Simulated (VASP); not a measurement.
## KBr: single point with PBE

Crystal: KBr.

```
Br K
1.0
     0.00000    3.30000    3.30000
     3.30000    0.00000    3.30000
     3.30000    3.30000    0.00000
Br K
1 1
Direct
  0.50000 0.50000 0.50000
  0.00000 0.00000 0.00000
```

```
Program                : VASP 6.6.1
Task                   : single point
Functional             : PBE
Potentials or basis    : VASP PAW PBE potentials, release 64 (Br, K_sv)
Cutoff                 : 520 eV
k mesh                 : 7 × 7 × 7
Occupations            : gaussian, width 0.028 eV
Spin                   : no spin polarisation
Dipole correction      : no
Further INCAR settings : ALGO = Normal; EDIFF = 1e-06; NBANDS = 15
```

```yaml
Pressure: 0.8 GPa
Band_gap_on_the_k_mesh: 4.43 eV, direct
```

Levels at points of the mesh, in eV from the valence-band top:
```csv
k point,band 5,band 6,band 7,band 8,band 9,band 10,band 11,band 12
"(0.00, 0.00, 0.00)",-11.26,0.00,0.00,0.00,4.43,7.60,7.60,7.60
```

Wall time 21 s on 1 thread of Intel(R) Xeon(R) Platinum 8488C (Sapphire Rapids), with other jobs on the host, peak memory 0.21 GiB.

A k mesh can miss the band edges. Expect the measured gap to be larger: semilocal functionals such as PBE lack the derivative discontinuity.
